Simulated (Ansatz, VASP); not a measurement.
# Two plane-wave programs on BP

File INCAR:

```
ALGO = Normal
EDIFF = 1E-8
ENCUT = 520
GGA = PE
ISIF = 2
ISMEAR = -1
LASPH = True
LCHARG = False
LEFG = True
LREAL = False
LWAVE = False
NBANDS = 11
NELM = 80
PREC = Accurate
SIGMA = 0.05
```

Contents of KPOINTS:

```
k-points
0
Gamma
  16 16 16
```

POSCAR

```
BP
1.0
    0.0000000000      2.1811852647      2.1811852647
    2.1811852647      0.0000000000      2.1811852647
    2.1811852647      2.1811852647      0.0000000000
B P
1 1
Direct
    0.0000000000      0.0000000000      0.0000000000
    0.5000000000      0.5000000000      0.5000000000
```

Input for Ansatz:

```yaml
crystal:
  lattice:
    - [0.0, 2.1811852647, 2.1811852647]
    - [2.1811852647, 0.0, 2.1811852647]
    - [2.1811852647, 2.1811852647, 0.0]
  atoms:
    - { symbol: B, position: [0.0, 0.0, 0.0] }
    - { symbol: P, position: [0.5, 0.5, 0.5] }
kpoints:
  mp_grid: { grid: [16, 16, 16] }
scf:
  occupations: { method: fermi_dirac, width: 0.05 }
hamiltonian:
  xc: pbe
  pseudopotentials: { kind: paw }
output:
  forces: true
  stress: true
  eigenvalues: true
  efg: { contact_densities: true }
```

Change from the starting cell: volume scaled by 1.03, PAW files.

Alike in both runs: task electric field gradients; functional PBE; k mesh 16 × 16 × 16; occupations fermi-dirac, width 0.05 eV; no spin polarisation.

|  | VASP | Ansatz |
| --- | --- | --- |
| version | VASP 6.6.1 | Ansatz 0.2.0 |
| potentials or method | VASP PAW PBE potentials, release 64 (B, P) | PAW with Ansatz's default frozen-core files, scalar-relativistic |
| plane-wave cutoff (eV) | 520 | 420 |
| valence electrons in the cell | 8 | 8 |

```csv
,VASP,Ansatz,Ansatz less VASP
pressure (GPa),-4.7,-4.5,+0.21
```
